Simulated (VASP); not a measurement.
The system is ZnO.

```
Zn O
1.0
     3.24931    0.00000    0.00000
    -1.62465    2.81398    0.00000
     0.00000    0.00000    5.20571
Zn O
2 2
Cartesian
  0.0000 1.8760 2.6029
  1.6247 0.9380 0.0000
  1.6247 0.9380 1.9730
  0.0000 1.8760 4.5759
```

- Program: VASP 6.6.1
- Task: relaxation of cell and atoms
- Functional: PBE
- Potentials or basis: VASP PAW PBE potentials, release 64 (Zn, O)
- Cutoff: 600 eV
- k mesh: 12 × 12 × 6
- Occupations: gaussian, width 0.01 eV
- Spin: no spin polarisation

At the start: pressure 5.8 GPa; volume 11.90 Å³/atom.

Question: Where does the relaxation end?

Answer: Over 14 steps the energy falls by 9.0 meV/atom and the volume is 12.39 Å³/atom (+4.1 %); space group P6_3mc (No. 186, to 0.1 Å) before and after.

Step by step:
```tsv
step	energy change (eV)	largest force (eV/Å)	pressure (GPa)	volume (Å³)
1	0.0000	0.0740	5.84	47.60
2	-0.0270	0.0269	-2.62	50.65
3	-0.0357	0.0012	-0.01	49.59
4	-0.0357	0.0023	-0.06	49.63
5	-0.0357	0.0109	-0.01	49.62
6	-0.0357	0.0153	-0.10	49.62
7	-0.0358	0.0117	-0.01	49.57
8	-0.0358	0.0101	0.08	49.54
9	-0.0358	0.0103	0.14	49.54
10	-0.0358	0.0109	0.11	49.56
11	-0.0358	0.0126	0.00	49.56
12	-0.0358	0.0103	0.13	49.56
13	-0.0358	0.0120	0.06	49.56
14	-0.0358	0.0025	0.06	49.57
```

Final structure:
```xyz
4
Lattice="3.2863 0.0000 0.0000 -1.6432 2.8460 0.0000 0.0000 0.0000 5.3000" Properties=species:S:1:pos:R:3 pbc="T T T"
Zn    0.0000    1.8974    2.6491
Zn    1.6432    0.9487    5.2991
O     1.6432    0.9487    2.0097
O     0.0000    1.8974    4.6597
```
